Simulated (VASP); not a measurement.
BN, 12 atoms in the cell. It takes space group P3m1 (No. 156, trigonal). The conventional cell has a = 2.564 Å, b = 2.564 Å, c = 13.561 Å, α = 90.00°, β = 90.00°, γ = 120.00°. Within 2.1 Å of B (site symmetry 3m) lie 3 N at 1.57 Å. Within 2.1 Å of B (site symmetry 3m) lie 4 N at 1.57 Å. Within 2.1 Å of B (site symmetry 3m) lie 4 N at 1.57 Å. B (site symmetry 3m) has 4 N at 1.57 Å within 2.1 Å. Within 2.1 Å of B (site symmetry 3m) lie 4 N at 1.57 Å. B (site symmetry 3m) has 4 N at 1.57 Å within 2.1 Å. N (site symmetry 3m) has 4 B at 1.57 Å within 2.1 Å. Within 2.1 Å of N (site symmetry 3m) lie 4 B at 1.57 Å.  This cell differs from its parent crystal: the distance across one plane changed.

| Quantity | Value |
| --- | --- |
| Program | VASP 6.6.1 |
| Task | single point |
| Functional | PBE |
| Potentials or basis | VASP PAW PBE potentials, release 64 (B, N) |
| Cutoff | 520 eV |
| k mesh | 10 × 10 × 2 |
| Occupations | gaussian, width 0.05 eV |
| Spin | no spin polarisation |
| Dipole correction | no |
| Further INCAR settings | ALGO = Normal; EDIFF = 1e-06; NBANDS = 36 |

Potentials or basis: VASP PAW PBE potentials, release 64 (B, N).

Command:

```sh
$ cat potpaw_PBE.64/B/POTCAR potpaw_PBE.64/N/POTCAR > POTCAR
$ mpirun -np 1 vasp_std > vasp.out
```

Hardware: 1 thread of Intel(R) Xeon(R) Platinum 8559C (Emerald Rapids), with other jobs on the host.

Q: How long does it take, and how much memory?

A: Run time: 67 s on 1 thread of Intel(R) Xeon(R) Platinum 8559C (Emerald Rapids), with other jobs on the host, peak memory 0.21 GiB. Counts: scf iterations 16, k points 28.
